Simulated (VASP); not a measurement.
Here is a VASP 6.6.1 calculation.

The input INCAR:

```
PREC     = Accurate       # precision mode
ENCUT    = 520            # plane-wave cutoff, eV
EDIFF    = 1E-6           # SCF threshold, eV
ISMEAR   = -1             # smearing method
SIGMA    = 0.05           # smearing width, eV
LREAL    = F              # projectors in reciprocal space
LASPH    = T              # aspherical terms in the spheres
NELM     = 100            # most SCF steps
ALGO     = Normal         # electronic algorithm
ISIF     = 2              # what is computed and relaxed
LWAVE    = F              # write WAVECAR
LCHARG   = F              # write CHGCAR
GGA      = PE             # functional
NBANDS   = 18             # bands
```

File KPOINTS:

```
regular mesh
0
Gamma
  11 11 11
```

File POSCAR:

```
Cu
1.0
    0.0000000000      2.4627820114      2.4627820114
    2.4627820114      0.0000000000      2.4627820114
    2.4627820114      2.4627820114      0.0000000000
Cu
2
Direct
   -0.2150000000     -0.0950000000     -0.0950000000
    0.2150000000      0.0950000000      0.0950000000
```

Potentials or basis: VASP PAW PBE potentials, release 64 (Cu).

Run with:

```console
$ cat potpaw_PBE.64/Cu/POTCAR > POTCAR
$ mpirun -np 1 vasp_std > vasp.out
```

(1) Predict the largest force.

(2) Predict the pressure.

(3) Estimate the band gap on the k mesh.

Results:

(1) 20.180 eV/Å.

(2) 58.8 GPa.

(3) zero (band 11 reaches 5.52 eV, above the bottom of band 12 at 4.83 eV).

Caveat: the cell differs from its parent crystal (shortest bond scaled by 0.76); forces of over 1 eV/Å act on the atoms, so gaps and moduli don't describe the material at rest.
